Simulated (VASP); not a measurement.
Runs of VASP 6.6.1 on Si2W. The structure is that of space group I4/mmm (No. 139), or close to it. The cells are those of the table. 

```tsv
task	cell	k mesh	cutoff (eV)	gap on the mesh (eV)	pressure (GPa)	largest force (eV/Å)
single point	a = 4.485 Å, angles 138.3, 138.3, 60.4°, 3 atoms	13 × 13 × 13	520	none	(b)	0.01
single point	a = 4.575 Å, angles 138.3, 138.3, 60.4°, 3 atoms	13 × 13 × 13	520	none	-8.4	-
single point	a = 4.516 Å, angles 138.3, 138.3, 60.4°, 3 atoms	13 × 13 × 13	520	none	(a)	0.02
single point	a = 4.604 Å, angles 138.3, 138.3, 60.4°, 3 atoms	13 × 13 × 13	520	none	-11.9	-
relaxation of cell and atoms	relaxed from a = 4.527 Å, angles 138.4, 138.4, 60.3°, 3 atoms	10 × 10 × 10	600	none	0.0	0.01
```

Alike in all rows: level r2SCAN; potentials or basis VASP PAW PBE potentials, release 64 (Si, W_sv); no spin polarisation; smearing fermi-dirac 0.1 eV.

Question: Fill in the values left out.

Answer: (a) 0.1; (b) 5.0.

Caveats: the PAW data sets were made with another functional, which shifts forces and pressure a little; spin-orbit coupling is left out, which moves the levels of the heavy elements.

A k mesh can miss the band edges, and the runs leave out spin-orbit coupling on W.

A gap of «none» marks levels without a gap at the run's occupations.
